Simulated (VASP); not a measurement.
A run of VASP 6.6.1:

The input POSCAR:

```
Ti
1.0
    4.5223414874      0.0000000000      0.0000000000
   -2.2611707437      3.9164626126      0.0000000000
    0.0000000000      0.0000000000      2.8415103139
Ti
3
Direct
    0.0000000000      0.0000000000      0.0000000000
    0.3333333333      0.6666666667      0.5000000000
    0.6666666667      0.3333333333      0.5000000000
```

Contents of INCAR.step1:

```
  PREC = Accurate
  ENCUT = 520
  ISMEAR = 0
  SIGMA = 0.1
  LREAL = F
  LASPH = T
  NELM = 100
  NBANDS = 25
  GGA = PE
  ALGO = Normal
  EDIFF = 1E-4
  LWAVE = T
  LCHARG = F
```

File INCAR.step2:

```
  PREC = Accurate
  ENCUT = 520
  EDIFF = 1E-6
  ISMEAR = 0
  SIGMA = 0.1
  LREAL = F
  LASPH = T
  NELM = 100
  ALGO = Normal
  ISIF = 2
  LWAVE = F
  LCHARG = F
  METAGGA = R2SCAN
  LMIXTAU = T
  NBANDS = 25
  ISTART = 1
```

KPOINTS

```
regular mesh
0
Gamma
  12 12 18
```

Potentials or basis: VASP PAW PBE potentials, release 64 (Ti_sv).

Launch:

```console
$ cat potpaw_PBE.64/Ti_sv/POTCAR > POTCAR
$ cp INCAR.step1 INCAR
$ mpirun -np 1 vasp_std > vasp.out
$ cp INCAR.step2 INCAR
$ mpirun -np 1 vasp_std > vasp.out
```

Hardware: 1 thread of Oxide Virtual Turin-like Processor (shared host).

Problem. How long does it take, and how much memory?

Solution. It took 37 min on 1 thread of Oxide Virtual Turin-like Processor (shared host), peak memory 0.28 GiB. Counts: k points 190.
